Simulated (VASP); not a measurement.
Here is a VASP 6.6.1 calculation.

The input INCAR:

```
ALGO = Normal
EDIFF = 1E-7
EDIFFG = -0.08
ENCUT = 600
GGA = PE
GGA_COMPAT = False
IBRION = 2
ISIF = 3
ISMEAR = 0
LASPH = True
LCHARG = False
LMAXMIX = 6
LREAL = False
LWAVE = False
NELM = 200
NELMIN = 4
NSW = 36
PREC = Accurate
SIGMA = 0.2
```

KPOINTS

```
k-points
0
Gamma
  4 4 2
```

The input POSCAR:

```
PrScO
1.0
    4.2659457700      0.0000000000      0.0000000000
   -2.1329728800      3.6944174100      0.0000000000
    0.0000000000      0.0000000000      8.0577099300
Pr Sc O
2 2 2
Direct
    0.0000000000      0.0000000000      0.2022100000
    0.0000000000      0.0000000000      0.7977900000
    0.3333333300      0.6666666700      0.0000000000
    0.6666666700      0.3333333300      0.0000000000
    0.0000000000      0.0000000000      0.5000000000
    0.0000000000      0.0000000000      0.0000000000
```

Potentials or basis: VASP PAW PBE potentials, release 64 (Pr_3, Sc_sv, O), 4f in core.

Launch:

```console
$ cat potpaw_PBE.64/Pr_3/POTCAR potpaw_PBE.64/Sc_sv/POTCAR potpaw_PBE.64/O/POTCAR > POTCAR
$ mpirun -np 1 vasp_std > vasp.out
```

Question: Predict the band gap on the k mesh.

Answer: Zero (bands 28 and 29 overlap by 0.11 eV).

Question: Predict the relaxed cell.

Answer: a = 4.384 Å, b = 4.384 Å, c = 9.512 Å, α = 90.00°, β = 90.00°, γ = 120.00°.

Question: What does it give for the space group after relaxing (to 0.1 Å)?

Answer: P6/mmm (No. 191).

Question: Predict the relaxed volume.

Answer: 26.39 Å³/atom.

Final structure:
```cif
data_structure
_symmetry_space_group_name_H-M 'P 1'
_symmetry_Int_Tables_number 1
_cell_length_a 4.3841
_cell_length_b 4.3841
_cell_length_c 9.5123
_cell_angle_alpha 90.000
_cell_angle_beta 90.000
_cell_angle_gamma 120.000
_cell_volume 158.33
loop_
_atom_site_label
_atom_site_type_symbol
_atom_site_fract_x
_atom_site_fract_y
_atom_site_fract_z
_atom_site_occupancy
Pr1 Pr 0.00000 0.00000 0.27386 1
Pr2 Pr 0.00000 0.00000 0.72614 1
Sc1 Sc 0.33333 0.66667 0.00000 1
Sc2 Sc 0.66667 0.33333 0.00000 1
O1 O 0.00000 0.00000 0.50000 1
O2 O 0.00000 0.00000 0.00000 1
```

Caveat: the k points lie up to 0.41 Å⁻¹ apart in the final cell; the volume moved by over 15 % at a fixed basis, so the end points are rough; spin-orbit coupling is left out, which moves the levels of the heavy elements; the 4f electrons are frozen in the core, so they carry no moment and show no levels; the run has no spin polarisation, though such a crystal can be magnetic. With open d or f shells a metallic result of PBE can be an artefact of self-interaction; +U or a hybrid may open a gap.
